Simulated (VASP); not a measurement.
# ZrB2 (P-1) in VASP: electric field gradients with LDA

Aim: the electric field gradients of ZrB2 with LDA.

Everything below comes from runs of VASP 6.6.1. Logs are shortened: lines on timing, memory, paths and dates and some standing lists are left out, and cuts for length are marked.

### Step 1. The cell of the first run

The typed cell holds 3 atoms: a = 3.165 Å, b = 3.179 Å, c = 3.520 Å, α = 90.21°, β = 90.57°, γ = 120.43°.

### Step 2. Electric field gradients, LDA (equal xy, yz and zx shear strains of -1 %)

Contents of INCAR:

```
PREC = Accurate
ENCUT = 520
EDIFF = 1E-8
ISMEAR = -1
SIGMA = 0.05
LREAL = F
LASPH = T
NELM = 100
ALGO = Normal
ISIF = 2
LWAVE = F
LCHARG = F
LEFG = T
NBANDS = 16
```

Contents of KPOINTS:

```
Automatic mesh
0
Gamma
  12 12 9
```

Contents of POSCAR:

```
ZrB2
1.0
    3.1649998255     -0.0158249991     -0.0158249991
   -1.5962047641      2.7488827515     -0.0057923517
   -0.0176000000     -0.0176000000      3.5200000000
Zr B
1 2
Direct
    0.0000000000      0.0000000000      0.0000000000
    0.3333333333      0.6666666667      0.5000000000
    0.6666666667      0.3333333333      0.5000000000
```

Potentials or basis: VASP PAW LDA potentials, release 64 (Zr_sv, B).

Launch:

```sh
$ cat potpaw_LDA.64/Zr_sv/POTCAR potpaw_LDA.64/B/POTCAR > POTCAR
$ mpirun -np 1 vasp_std > vasp.out
```

OUTCAR:

```text
PREC = Accurate
   ENCUT = 520
   EDIFF = 1E-8
   ISMEAR = -1
   LREAL = F
   LASPH = T
   NELM = 100
   ISIF = 2

 ion  position               nearest neighbor table
   1  0.000  0.000  0.000-   3 2.51   2 2.51   3 2.52   2 2.52   2 2.54   3 2.54   2 2.55   3 2.55
                             2 2.55   3 2.55   3 2.55   2 2.55
   2  0.333  0.667  0.500-   3 1.82   3 1.83   3 1.84   1 2.51   1 2.52   1 2.54   1 2.55   1 2.55
                             1 2.55
   3  0.667  0.333  0.500-   2 1.82   2 1.83   2 1.84   1 2.51   1 2.52   1 2.54   1 2.55   1 2.55
                             1 2.55

  LATTYP: Found a triclinic cell.
 ALAT       =     3.1513790525
 B/A-ratio  =     1.7320508075
 C/A-ratio  =     2.3094973547
 COS(alpha) =     0.0022621097
 COS(beta)  =     0.4433861712
 COS(gamma) =     0.8635100504

  Lattice vectors:

 A1 = (   1.5687950614,   2.7330577524,  -0.0216173508)
 A2 = (   4.7337948869,   2.7172327533,  -0.0374423499)
 A3 = (  -3.1748095282,   5.5153655030,  -3.5315847034)

Analysis of symmetry for initial positions (statically):
=====================================================================
 Subroutine PRICEL returns:
 Original cell was already a primitive cell.

 Routine SETGRP: Setting up the symmetry group for a
 triclinic supercell.

 Subroutine GETGRP returns: Found  2 space group operations
 (whereof  2 operations were pure point group operations)
 out of a pool of  2 trial point group operations.

The static configuration has the point symmetry S_2 .

Analysis of symmetry for dynamics (positions and initial velocities):
=====================================================================
 Subroutine PRICEL returns:
 Original cell was already a primitive cell.

 Routine SETGRP: Setting up the symmetry group for a
 triclinic supercell.

 Subroutine GETGRP returns: Found  2 space group operations
 (whereof  2 operations were pure point group operations)
 out of a pool of  2 trial point group operations.

The dynamic configuration has the point symmetry S_2 .

 Subroutine INISYM returns: Found  2 space group operations
 (whereof  2 operations are pure point group operations),
 and found     1 'primitive' translations

----------------------------------------------------------------------------------------

                                     Primitive cell

  volume of cell :      30.5343

  direct lattice vectors                    reciprocal lattice vectors
     3.164999825 -0.015824999 -0.015824999     0.316888377  0.184014121  0.002504512
    -1.596204764  2.748882752 -0.005792352     0.001833430  0.364852648  0.001833430
    -0.017600000 -0.017600000  3.520000000     0.001427664  0.001427664  0.284105186

  length of vectors
     3.165078950  3.178719802  3.520087999     0.366450150  0.364861861  0.284112360

  position of ions in fractional coordinates (direct lattice)
     0.000000000  0.000000000  0.000000000
     0.333333333  0.666666667  0.500000000
     0.666666667  0.333333333  0.500000000

  ion indices of the primitive-cell ions
   primitive index   ion index
                 1           1
                 2           2
                 3           3

----------------------------------------------------------------------------------------

 KPOINTS: Automatic mesh

Automatic generation of k-mesh.
 Grid dimensions read from file:
 generate k-points for:   12   12    9

 Generating k-lattice:

  Cartesian coordinates                     Fractional coordinates (reciprocal lattice)
     0.026407365  0.015334510  0.000208709     0.083333333  0.000000000  0.000000000
     0.000152786  0.030404387  0.000152786     0.000000000  0.083333333  0.000000000
     0.000158629  0.000158629  0.031567243    -0.000000000 -0.000000000  0.111111111

  Length of vectors
     0.030537513  0.030405155  0.031568040

  Shift w.r.t. Gamma in fractional coordinates (k-lattice)
     0.000000000  0.000000000  0.000000000

 Subroutine IBZKPT returns following result:
 ===========================================

 Found    650 irreducible k-points:

 Following reciprocal coordinates:
            Coordinates               Weight
  0.000000  0.000000  0.000000      1.000000
  0.083333  0.000000  0.000000      2.000000
  0.166667 -0.000000 -0.000000      2.000000
  0.250000 -0.000000  0.000000      2.000000
  0.333333  0.000000  0.000000      2.000000
  0.416667  0.000000 -0.000000      2.000000
[... 16 lines left out ...]
  0.250000  0.166667 -0.000000      2.000000
  0.333333  0.166667  0.000000      2.000000
 [... further k-points ...]
   k-points           NKPTS =    650   k-points in BZ     NKDIM =    650   number of bands    NBANDS=     16
   number of dos      NEDOS =    301   number of ions     NIONS =      3
   total plane-waves  NPLWV =  16128
   dimension x,y,z NGX =    24 NGY =   24 NGZ =   28
   dimension x,y,z NGXF=    48 NGYF=   48 NGZF=   56
   ions per type =               1   2
   NGX,Y,Z   is equivalent  to a cutoff of  12.61, 12.55, 13.22 a.u.
   NGXF,Y,Z  is equivalent  to a cutoff of  25.21, 25.10, 26.45 a.u.
 SYSTEM =  unknown system
   PREC   = accura    normal or accurate (medium, high low for compatibility)
   ISTART =      0    job   : 0-new  1-cont  2-samecut
   ICHARG =      2    charge: 1-file 2-atom 10-const
   ISPIN  =      1    spin polarized calculation?
   LNONCOLLINEAR =      F non collinear calculations
   LSORBIT =      F    spin-orbit coupling
   LASPH  =      T    aspherical Exc in radial PAW
   ENCUT  =  520.0 eV  38.22 Ry    6.18 a.u.   5.88  5.91  6.55*2*pi/ulx,y,z
   NELM   =    100;   NELMIN=  2; NELMDL= -5     # of ELM steps
   EDIFF  = 0.1E-07   stopping-criterion for ELM
   LREAL  =      F    real-space projection
   EDIFFG = 0.1E-06   stopping-criterion for IOM
   NSW    =      0    number of steps for IOM
   IBRION =     -1    ionic relax: 0-MD 1-quasi-New 2-CG
   NFREE  =      0    steps in history (QN), initial steepest desc. (CG)
   ISIF   =      2    stress and relaxation
   ISYM   =      2    0-nonsym 1-usesym 2-fastsym
   POTIM  = 0.5000    time-step for ionic-motion
   TEBEG  =    0.0;   TEEND  =   0.0 temperature during run
   PSTRESS=    0.0 pullay stress
   NELECT =      18.0000    total number of electrons
   NUPDOWN=      -1.0000    fix difference up-down
   EMIN   =  10.00;   EMAX   =-10.00  energy-range for DOS
   EFERMI =   0.00;   METHOD = LEGACY
   ISMEAR =    -1;   SIGMA  =   0.05  broadening in eV -4-tet -1-fermi 0-gaus
   EFERMI_NEDOS =   21; number of points for ismear=-14 and -15
   IALGO  =     38    algorithm
   IMIX   =      4    mixing-type and parameters
     AMIX     =   0.40;   BMIX     =  1.00
     AMIX_MAG =   1.60;   BMIX_MAG =  1.00
  volume/ion in A,a.u.               =      10.18        68.69
  Fermi-wavevector in a.u.,A,eV,Ry     =   1.372681  2.593991 25.636826  1.884254
  Thomas-Fermi vector in A             =   2.498266
   LORBIT       =      0    0 simple, 1 ext, 2 COOP (PROOUT), +10 PAW based schemes
   GGA     = CA    functional components
   LHFCALC =     F    Hartree Fock is set to
   AEXX    =    0.0000 exact exchange contribution
   IVDW    =     0    specifies the selected vdW correction
   LEPSILON=     F    determine dielectric tensor
   LRPA    =     F    only Hartree local field effects (RPA)
 non-spin polarized calculation
  energy-cutoff  :      520.00
  volume of cell :       30.53
 maximum number of plane-waves:       838
   NGX = 11   NGY = 11   NGZ = 13

 number of electron      18.0000000 magnetization

 Free energy of the ion-electron system (eV)
  ---------------------------------------------------
  ext. energy  EPLUGINS =         0.00000000
  ---------------------------------------------------
  free energy    TOTEN  =       -27.46098138 eV

  energy without entropy =      -27.45908618  energy(sigma->0) =      -27.46003378

 E-fermi :  10.6059     XC(G=0): -12.6188

 val. band max:       10.5952033167   @ k =   0.1667  -0.3333   0.1111
 cond. band min:      10.6256146561   @ k =  -0.1667  -0.1667   0.2222
 fundamental gap:      0.0304113394
 Fermi energy:        10.6058764794

 k-point     1 :       0.0000    0.0000    0.0000
  band No.  band energies     occupation
      1     -37.7832      2.00000
      2     -16.1306      2.00000
      3     -15.5678      2.00000
      4     -15.5485      2.00000
      5      -2.0512      2.00000
      6       7.8287      2.00000
[... 8 lines left out ...]
     15      15.6798      0.00000
     16      15.8015      0.00000
[... 420 lines left out ...]
  band No.  band energies     occupation
      1     -37.6589      2.00000
      2     -16.4143      2.00000
      3     -15.9477      2.00000
      4     -15.9211      2.00000
      5       1.2146      2.00000
      6       3.3242      2.00000
[... 8 lines left out ...]
     15      19.4490      0.00000
     16      20.1220      0.00000

 [... further k-points ...]
[... 5 lines left out ...]
  --------------------------------------------------------------------------------------
  -------------------------------------------------------------------------------------
  Total       -1.3664963     -1.3682396     -1.1173051      0.4996363      0.4841307      0.4842517
  in kB      -71.7019617    -71.7934371    -58.6265547     26.2166104     25.4030128     25.4093605
  external PRESSURE =     -67.3739845 kB  Pullay stress =       0.0000000 kB

 VOLUME and BASIS-vectors are now :
 -----------------------------------------------------------------------------
  energy-cutoff  :      520.00
  volume of cell :       30.53
      direct lattice vectors                 reciprocal lattice vectors
     3.164999825 -0.015824999 -0.015824999     0.316888377  0.184014121  0.002504512
    -1.596204764  2.748882752 -0.005792352     0.001833430  0.364852648  0.001833430
    -0.017600000 -0.017600000  3.520000000     0.001427664  0.001427664  0.284105186

 POSITION                                       TOTAL-FORCE (eV/Angst)
 -----------------------------------------------------------------------------------
      0.00000      0.00000      0.00000        -0.000000     -0.000000      0.000000
     -0.01794      1.81851      1.75086        -0.023080      0.001048     -0.002007
      1.56913      0.89694      1.74752         0.023080     -0.001048      0.002007
 -----------------------------------------------------------------------------------
    total drift:                               -0.000000      0.000000      0.000000

  FREE ENERGIE OF THE ION-ELECTRON SYSTEM (eV)
  ---------------------------------------------------
  free  energy   TOTEN  =       -27.4609813830 eV

  energy  without entropy=      -27.4590861755  energy(sigma->0) =      -27.46003378

 Electric field gradients (V/A^2)
---------------------------------------------------------------------
 ion       V_xx      V_yy      V_zz      V_xy      V_xz      V_yz
---------------------------------------------------------------------
   1     -22.419   -22.361    44.781    -5.262   -10.630   -10.631
   2      -0.883    -0.876     1.758    -0.504    -0.347    -0.347
   3      -0.883    -0.876     1.758    -0.504    -0.347    -0.347
---------------------------------------------------------------------

 Electric field gradients after diagonalization (V/A^2)
 (convention: |V_zz| > |V_xx| > |V_yy|)
----------------------------------------------------------------------
 ion       V_xx      V_yy      V_zz     asymmetry (V_yy - V_xx)/ V_zz
----------------------------------------------------------------------
   1     -30.649   -17.128    47.777       0.283
   2      -1.458    -0.375     1.833       0.591
   3      -1.458    -0.375     1.833       0.591
----------------------------------------------------------------------

           NMR quadrupolar parameters

 Cq : quadrupolar parameter    Cq=e*Q*V_zz/h
 eta: asymmetry parameters     (V_yy - V_xx)/ V_zz
 Q  : nuclear electric quadrupole moment in mb (millibarn)
----------------------------------------------------------------------
 ion       Cq(MHz)       eta       Q (mb)
----------------------------------------------------------------------
   1       0.116       0.283       1.000
   2       0.004       0.591       1.000
   3       0.004       0.591       1.000
----------------------------------------------------------------------
```

It took 14 min on 1 thread of AMD EPYC, shared host; peak memory 0.36 GiB.

Results:

| Quantity | Value |
| --- | --- |
| Free energy | -27.4610 eV |
| Pressure | -6.7 GPa |
| Largest force | 0.023 eV/Å |
| Band gap on the k mesh | zero (bands 9 and 10 overlap by 1.25 eV) |
| Largest electric field gradient by atom | Zr +47.8; B +1.8 V/Å² |

Forces in eV/Å, atoms in the order of the input:
```
Zr   0.000  0.000  0.000
B   -0.023  0.001 -0.002
B    0.023 -0.001  0.002
```

Electric field gradients, principal values (V/Å²):
```
atom    least   middle  greatest (by size)
1 Zr  -17.128  -30.649              47.777
 2 B   -0.375   -1.458               1.833
 3 B   -0.375   -1.458               1.833
```

Caveat: the cell differs from its parent crystal (equal xy, yz and zx shear strains of -1 %); the cell stands under tension; without QUAD_EFG the Cq values of the log hold for a quadrupole moment of 1 mb, not for the nuclei.

The gap in the log of VASP goes by the Fermi energy; the results here count the filled bands.